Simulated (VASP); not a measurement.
Write the native input for VASP 6.6.1 that does the following.

- Task: single point
- Functional: LDA
- Potentials or basis: VASP PAW LDA potentials, release 64 (K_sv, Mg, F)
- Cutoff: 520 eV
- k mesh: 6 × 6 × 6
- Occupations: gaussian, width 0.05 eV
- Spin: no spin polarisation
- Dipole correction: no
- Further INCAR settings: ALGO = Normal; EDIFF = 1e-06; NBANDS = 24

The structure of KMgF3 lies in POSCAR:

```
KMgF3
1.0
    4.1189883247      0.7792680614      0.7792680614
    0.7792680614      4.1189883247      0.7792680614
    0.7792680614      0.7792680614      4.1189883247
K Mg F
1 1 3
Direct
    0.5000000000      0.5000000000      0.5000000000
    0.0000000000      0.0000000000      0.0000000000
    0.5000000000      0.0000000000      0.0000000000
    0.0000000000      0.5000000000      0.0000000000
    0.0000000000      0.0000000000      0.5000000000
```

This cell differs from its parent crystal: ratio of the length along [111] to the lengths across it x 1.7, volume and fractional coordinates fixed.

The input as run:

INCAR

```
PREC     = Accurate       # precision mode
ENCUT    = 520            # plane-wave cutoff, eV
EDIFF    = 1E-6           # SCF threshold, eV
ISMEAR   = 0              # smearing method
SIGMA    = 0.05           # smearing width, eV
LREAL    = F              # projectors in reciprocal space
LASPH    = T              # aspherical terms in the spheres
NELM     = 80             # most SCF steps
ALGO     = Normal         # electronic algorithm
ISIF     = 2              # what is computed and relaxed
LWAVE    = F              # write WAVECAR
LCHARG   = F              # write CHGCAR
GGA      = CA             # functional
NBANDS   = 24             # bands
```

KPOINTS

```
Automatic mesh
0
Gamma
  6 6 6
```

Potentials or basis: VASP PAW LDA potentials, release 64 (K_sv, Mg, F).

Launch:

```console
$ cat potpaw_LDA.64/K_sv/POTCAR potpaw_LDA.64/Mg/POTCAR potpaw_LDA.64/F/POTCAR > POTCAR
$ mpirun -np 1 vasp_std > vasp.out
```

Results of the run:

* Pressure: 5.9 GPa
* Band gap on the k mesh: 2.83 eV (least direct gap 2.84 eV)

Caveat: the cell stands under pressure.

Run time: 48 s on 1 thread of Intel Xeon 8259CL, with other jobs on the host, peak memory 0.18 GiB.
